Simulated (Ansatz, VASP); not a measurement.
## B3N2: VASP beside Ansatz

```
CELL_PARAMETERS angstrom
3.97509 0.00000 0.00000
-1.98755 3.44253 0.00000
0.00000 0.00000 2.98819
ATOMIC_POSITIONS crystal
B 0.00000 0.00000 0.75036
B 0.00000 0.00000 0.24964
B 0.66667 0.33333 0.00000
N 0.66667 0.33333 0.50000
N 0.33333 0.66667 0.00000
```

Change from the starting cell: species swapped into the Fe3Ge2 type (P-6m2, No. 187).

Alike in both runs: task relaxation of cell and atoms; functional PBE; k mesh 12 × 12 × 12; occupations gaussian, width 0.1 eV; collinear spin.

```csv
,VASP,Ansatz
version,VASP 6.6.1,Ansatz 0.2.0
potentials or method,"VASP PAW PBE potentials, release 64 (B, N), cutoff 600 eV","scalar-relativistic, plane waves, PAW"
valence electrons in the cell,19,19
```

|  | VASP | Ansatz | Ansatz less VASP |
| --- | --- | --- | --- |
| gap on the k mesh at the Fermi level, each at its own relaxed structure (eV) | none | none | - |
| net moment per atom (μB) | 0.19 | 0.19 | 0.000 |
| size of the moment on the site where the two differ most (μB) | 0.68 | 0.84 | +0.160 |
| relaxed volume (Å³/atom) | 8.28 | 8.30 | +0.023 |
| relaxed cell length with the largest relative difference (Å) | 3.999 | 4.004 | +0.0048 |

Site moments also hang on the region over which each program counts them. A gap of «none» marks a metal or a gap that the smearing closes.
